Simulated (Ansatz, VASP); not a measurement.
Two plane-wave programs on Se

```xyz
2
Lattice="3.6234 0.0000 0.0000 -1.8117 3.1380 0.0000 0.0000 0.0000 3.9128" Properties=species:S:1:pos:R:3 pbc="T T T"
Se    0.0000    2.0920    0.9782
Se    1.8117    1.0460    2.9346
```

Alike in both runs: task single point; functional LDA; k mesh 12 × 12 × 9; occupations fermi-dirac, width 0.1 eV; no spin polarisation.

```csv
,VASP,Ansatz
version,VASP 6.6.1,Ansatz 0.2.0
potentials or method,"VASP PAW LDA potentials, release 64 (Se), cutoff 520 eV","plane waves (420 eV) with PAW, scalar-relativistic"
valence electrons in the cell,12,32
```

VASP gave:

```
pressure (GPa)                                                : -5.4
traceless stress, the component that is largest in VASP (GPa) : -2.33
```

Question: Which values does Ansatz return?

Answer: Pressure (GPa): -5.5; traceless stress, the component that is largest in VASP (GPa): -2.38.

Ansatz warns that its potentials were made for another functional, while VASP's fit it. LDA's correlation is that of Perdew and Zunger in VASP and of Perdew and Wang (1992) in Ansatz. VASP's potentials hold 12 valence electrons a cell and Ansatz's 32, so a difference there can come from the potentials and not from the codes.
